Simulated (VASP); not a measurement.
# ZnS (P-6m2) in VASP: further runs

The runs below take ZnS through single point, with PBE.

Program: VASP 6.6.1. These are calculated values, not measurements. Logs are shortened: lines on timing, memory, paths and dates and some standing lists are left out, and cuts for length are marked.

### Step 1. The cell of the first run

The structure is hexagonal, space group P-6m2 (No. 187). The conventional cell has a = 3.312 Å, b = 3.312 Å, c = 3.261 Å, α = 90.00°, β = 90.00°, γ = 120.00°. Within 3.3 Å of Zn (site symmetry -6m2) lie 6 S at 2.51 Å and 2 Zn at 3.26 Å. S (site symmetry -6m2) has 6 Zn at 2.51 Å and 2 S at 3.26 Å within 3.3 Å.

### Step 2. Single point, PBE

INCAR

```
PREC = Accurate
ENCUT = 500
EDIFF = 1E-6
ISMEAR = 0
SIGMA = 0.1
LREAL = F
LASPH = T
NELM = 120
ALGO = Normal
ISIF = 2
LWAVE = F
LCHARG = F
GGA = PE
NBANDS = 16
GGA_COMPAT = F
```

KPOINTS

```
Automatic mesh
0
Gamma
  6 6 6
```

POSCAR

```
ZnS
1.0
    3.3119059700      0.0000000000      0.0000000000
   -1.6559529800      2.8681947000      0.0000000000
    0.0000000000      0.0000000000      3.2611111000
Zn S
1 1
Direct
    0.6666666700      0.3333333300      0.0000000000
    0.0000000000      0.0000000000      0.5000000000
```

Potentials or basis: VASP PAW PBE potentials, release 64 (Zn, S).

Launch:

```console
$ cat potpaw_PBE.64/Zn/POTCAR potpaw_PBE.64/S/POTCAR > POTCAR
$ mpirun -np 1 vasp_std > vasp.out
```

OUTCAR:

```text
PREC = Accurate
   ENCUT = 500
   EDIFF = 1E-6
   ISMEAR = 0
   LREAL = F
   LASPH = T
   NELM = 120
   ISIF = 2
   GGA = PE

 ion  position               nearest neighbor table
   1  0.667  0.333  0.000-   2 2.51   2 2.51   2 2.51   2 2.51   2 2.51   2 2.51
   2  0.000  0.000  0.500-   1 2.51   1 2.51   1 2.51   1 2.51   1 2.51   1 2.51

  LATTYP: Found a hexagonal cell.
 ALAT       =     3.3119059700
 C/A-ratio  =     0.9846629492

  Lattice vectors:

 A1 = (   3.3119059700,   0.0000000000,   0.0000000000)
 A2 = (  -1.6559529800,   2.8681947000,   0.0000000000)
 A3 = (   0.0000000000,   0.0000000000,   3.2611111000)

Analysis of symmetry for initial positions (statically):
=====================================================================
 Subroutine PRICEL returns:
 Original cell was already a primitive cell.

 Routine SETGRP: Setting up the symmetry group for a
 hexagonal supercell.

 Subroutine GETGRP returns: Found 12 space group operations
 (whereof 12 operations were pure point group operations)
 out of a pool of 24 trial point group operations.

The static configuration has the point symmetry D_3h.

Analysis of symmetry for dynamics (positions and initial velocities):
=====================================================================
 Subroutine PRICEL returns:
 Original cell was already a primitive cell.

 Routine SETGRP: Setting up the symmetry group for a
 hexagonal supercell.

 Subroutine GETGRP returns: Found 12 space group operations
 (whereof 12 operations were pure point group operations)
 out of a pool of 24 trial point group operations.

The dynamic configuration has the point symmetry D_3h.

 Subroutine INISYM returns: Found 12 space group operations
 (whereof 12 operations are pure point group operations),
 and found     1 'primitive' translations

----------------------------------------------------------------------------------------

                                     Primitive cell

  volume of cell :      30.9779

  direct lattice vectors                    reciprocal lattice vectors
[... 75 lines left out ...]
   NGX,Y,Z   is equivalent  to a cutoff of  12.05, 12.05, 12.23 a.u.
   NGXF,Y,Z  is equivalent  to a cutoff of  24.09, 24.09, 24.47 a.u.
 SYSTEM =  unknown system
   PREC   = accura    normal or accurate (medium, high low for compatibility)
   ISTART =      0    job   : 0-new  1-cont  2-samecut
   ICHARG =      2    charge: 1-file 2-atom 10-const
   ISPIN  =      1    spin polarized calculation?
   LNONCOLLINEAR =      F non collinear calculations
   LSORBIT =      F    spin-orbit coupling
   LASPH  =      T    aspherical Exc in radial PAW
   ENCUT  =  500.0 eV  36.75 Ry    6.06 a.u.   6.04  6.04  5.95*2*pi/ulx,y,z
   NELM   =    120;   NELMIN=  2; NELMDL= -5     # of ELM steps
   EDIFF  = 0.1E-05   stopping-criterion for ELM
   LREAL  =      F    real-space projection
   EDIFFG = 0.1E-04   stopping-criterion for IOM
   NSW    =      0    number of steps for IOM
   IBRION =     -1    ionic relax: 0-MD 1-quasi-New 2-CG
   NFREE  =      0    steps in history (QN), initial steepest desc. (CG)
   ISIF   =      2    stress and relaxation
   ISYM   =      2    0-nonsym 1-usesym 2-fastsym
   POTIM  = 0.5000    time-step for ionic-motion
   TEBEG  =    0.0;   TEEND  =   0.0 temperature during run
   PSTRESS=    0.0 pullay stress
   NELECT =      18.0000    total number of electrons
   NUPDOWN=      -1.0000    fix difference up-down
   EMIN   =  10.00;   EMAX   =-10.00  energy-range for DOS
   EFERMI =   0.00;   METHOD = LEGACY
   ISMEAR =     0;   SIGMA  =   0.10  broadening in eV -4-tet -1-fermi 0-gaus
   EFERMI_NEDOS =   21; number of points for ismear=-14 and -15
   IALGO  =     38    algorithm
   IMIX   =      4    mixing-type and parameters
     AMIX     =   0.40;   BMIX     =  1.00
     AMIX_MAG =   1.60;   BMIX_MAG =  1.00
  volume/ion in A,a.u.               =      15.49       104.52
  Fermi-wavevector in a.u.,A,eV,Ry     =   1.366097  2.581549 25.391485  1.866221
  Thomas-Fermi vector in A             =   2.492268
   LORBIT       =      0    0 simple, 1 ext, 2 COOP (PROOUT), +10 PAW based schemes
   GGA     = PE    functional components
   LHFCALC =     F    Hartree Fock is set to
   AEXX    =    0.0000 exact exchange contribution
   IVDW    =     0    specifies the selected vdW correction
   LEPSILON=     F    determine dielectric tensor
   LRPA    =     F    only Hartree local field effects (RPA)
 non-spin polarized calculation
 Gauss-broadening in eV      SIGMA  =   0.10
  energy-cutoff  :      500.00
  volume of cell :       30.98
 maximum number of plane-waves:       810
   NGX = 13   NGY = 13   NGZ = 11

 number of electron      18.0000000 magnetization

 Free energy of the ion-electron system (eV)
  ---------------------------------------------------
  ext. energy  EPLUGINS =         0.00000000
  ---------------------------------------------------
  free energy    TOTEN  =        -5.54814287 eV

  energy without entropy =       -5.54475837  energy(sigma->0) =       -5.54645062

 E-fermi :   4.8828     XC(G=0): -11.1483

 val. band max:        4.8147865343   @ k =   0.1667   0.0000   0.3333
 cond. band min:       5.0227576461   @ k =   0.3333   0.3333   0.0000
 fundamental gap:      0.2079711117
 Fermi energy:         4.8828288728

 k-point     1 :       0.0000    0.0000    0.0000
  band No.  band energies     occupation
      1      -9.8296      2.00000
      2      -2.0736      2.00000
      3      -2.0223      2.00000
      4      -2.0223      2.00000
      5      -1.6857      2.00000
      6      -1.6857      2.00000
[... 433 lines left out ...]
      3      -2.0638      2.00000
      4      -1.8264      2.00000
      5      -1.7012      2.00000
      6      -1.6604      2.00000
[... 8 lines left out ...]
     15      19.3434      0.00000
     16      21.2474      0.00000

 [... further k-points ...]
[... 5 lines left out ...]
  --------------------------------------------------------------------------------------
  -------------------------------------------------------------------------------------
  Total        2.4790103      2.4790103      0.6757336      0.0000000      0.0000000      0.0000000
  in kB      128.2143652    128.2143648     34.9489288      0.0000002      0.0000000      0.0000000
  external PRESSURE =      97.1258863 kB  Pullay stress =       0.0000000 kB

 VOLUME and BASIS-vectors are now :
 -----------------------------------------------------------------------------
  energy-cutoff  :      500.00
  volume of cell :       30.98
      direct lattice vectors                 reciprocal lattice vectors
     3.311905970  0.000000000  0.000000000     0.301940939  0.174325682  0.000000000
    -1.655952980  2.868194700  0.000000000     0.000000000  0.348651366  0.000000000
     0.000000000  0.000000000  3.261111100     0.000000000  0.000000000  0.306643953

 POSITION                                       TOTAL-FORCE (eV/Angst)
 -----------------------------------------------------------------------------------
      1.65595      0.95606      0.00000         0.000000      0.000000      0.000000
      0.00000      0.00000      1.63056        -0.000000      0.000000      0.000000
 -----------------------------------------------------------------------------------
    total drift:                               -0.000003      0.000001      0.000000

  FREE ENERGIE OF THE ION-ELECTRON SYSTEM (eV)
  ---------------------------------------------------
  free  energy   TOTEN  =        -5.5481428680 eV

  energy  without entropy=       -5.5447583738  energy(sigma->0) =       -5.54645062
```

OSZICAR:

```text
N       E                     dE             d eps       ncg     rms          rms(c)
DAV:   1     0.841137875759E+02    0.84114E+02   -0.84989E+03   904   0.143E+03
DAV:   2    -0.115835076373E+01   -0.85272E+02   -0.79826E+02  1024   0.264E+02
DAV:   3    -0.606712484949E+01   -0.49088E+01   -0.48816E+01  1096   0.600E+01
DAV:   4    -0.610901127187E+01   -0.41886E-01   -0.41878E-01  1128   0.567E+00
DAV:   5    -0.610939368229E+01   -0.38241E-03   -0.38240E-03  1096   0.544E-01    0.843E+00
DAV:   6    -0.556888359576E+01    0.54051E+00   -0.84544E-01  1256   0.321E+01    0.630E+00
DAV:   7    -0.555238565218E+01    0.16498E-01   -0.20009E-01  1056   0.597E+00    0.322E+00
DAV:   8    -0.554814211506E+01    0.42435E-02   -0.84945E-03  1272   0.149E+00    0.493E-01
DAV:   9    -0.554810540080E+01    0.36714E-04   -0.12622E-03  1016   0.308E-01    0.720E-02
DAV:  10    -0.554814669060E+01   -0.41290E-04   -0.11314E-04  1168   0.107E-01    0.209E-02
DAV:  11    -0.554814229941E+01    0.43912E-05   -0.20633E-05  1288   0.668E-02    0.849E-03
DAV:  12    -0.554814286802E+01   -0.56861E-06   -0.30484E-06  1040   0.129E-02
   1 F= -.55481429E+01 E0= -.55464506E+01  d E =-.338449E-02
```

stdout:

```text
POSCAR found type information on POSCAR ZnS
 POSCAR found :  2 types and       2 ions
 scaLAPACK will be used
 LDA part: xc-table for (Slater+PW92), standard interpolation
 POSCAR, INCAR and KPOINTS ok, starting setup
 FFT: planning ... GRIDC
 FFT: planning ... GRID_SOFT
 FFT: planning ... GRID
 WAVECAR not read
 entering main loop
```

Wall time 5.5 s (1 thread of Intel Xeon 6975P-C, shared host); peak memory 0.14 GiB.

What came out:

```yaml
Free_energy: -5.5481 eV
Pressure: 9.7 GPa
Band_gap_on_the_k_mesh: zero (band 9 reaches 5.29 eV, above the bottom of band 10 at 4.57 eV)
```

Stress tensor (GPa, compression positive):
```
12.82  0.00  0.00
 0.00 12.82  0.00
 0.00  0.00  3.49
```

Levels at points of the mesh, in eV from the Fermi level:
```csv
k point,band 7,band 8,band 9,band 10,band 11,band 12
"(0.00, 0.00, 0.00)",-2.08,-0.23,-0.23,0.95,6.43,7.38
"(0.50, 0.00, 0.00)",-5.83,-2.07,-0.14,2.74,6.26,7.31
"(0.00, 0.00, 0.50)",-6.19,0.41,0.41,6.19,6.70,9.27
"(0.50, 0.00, 0.50)",-4.75,-4.50,-1.05,-0.27,5.53,5.79
```

Caveat: the k points lie up to 0.37 Å⁻¹ apart.

### Step 3. Single point, PBE

This run uses another cell than the first one, of 17.23 Å³/atom, 1.112 times its volume.

INCAR

```
SYSTEM = ZnS
  PREC = Accurate
  ENCUT = 500
  EDIFF = 1E-6
  ISMEAR = 0
  SIGMA = 0.1
  LREAL = .False.
  LASPH = .True.
  NELM = 120
  ALGO = Normal
  ISIF = 2
  LWAVE = .False.
  LCHARG = .False.
  GGA = PE
  NBANDS = 16
  GGA_COMPAT = .False.
```

KPOINTS

```
Automatic mesh
0
Gamma
  6 6 6
  0 0 0
```

POSCAR

```
ZnS
1.0
    3.5536644988     -0.0000000031      0.0000000000
   -1.7768322467      3.0775637340      0.0000000000
    0.0000000000      0.0000000000      3.1504790243
Zn S
1 1
Direct
    0.6666666667      0.3333333333      0.0000000000
    0.0000000000      0.0000000000      0.5000000000
```

Potentials or basis: VASP PAW PBE potentials, release 64 (Zn, S).

Launch:

```console
$ cat potpaw_PBE.64/Zn/POTCAR potpaw_PBE.64/S/POTCAR > POTCAR
$ mpirun -np 1 vasp_std > vasp.out
```

Run time: 9 s. Hardware: 1 thread of Intel Xeon 6975P-C, shared host; peak memory 0.15 GiB.

It converged, with:

* Free energy: -5.7288 eV
* Pressure: 0.4 GPa
* Band gap on the k mesh: zero (band 9 reaches 4.38 eV, above the bottom of band 10 at 3.37 eV)

Levels at points of the mesh, in eV from the Fermi level:
```csv
k point,band 5,band 6,band 7,band 8,band 9,band 10,band 11,band 12,band 13,band 14
"(0.00, 0.00, 0.00)",-6.59,-6.59,-1.05,-1.05,-1.04,0.42,6.23,6.23,6.50,11.02
"(0.50, 0.00, 0.00)",-6.63,-6.62,-5.98,-2.57,0.19,2.09,6.74,7.71,8.35,11.15
"(0.00, 0.00, 0.50)",-6.76,-6.76,-5.97,-0.21,-0.21,4.66,5.52,7.99,7.99,9.99
"(0.50, 0.00, 0.50)",-6.58,-6.45,-4.71,-4.15,-0.84,-0.66,5.11,5.17,7.01,13.03
```
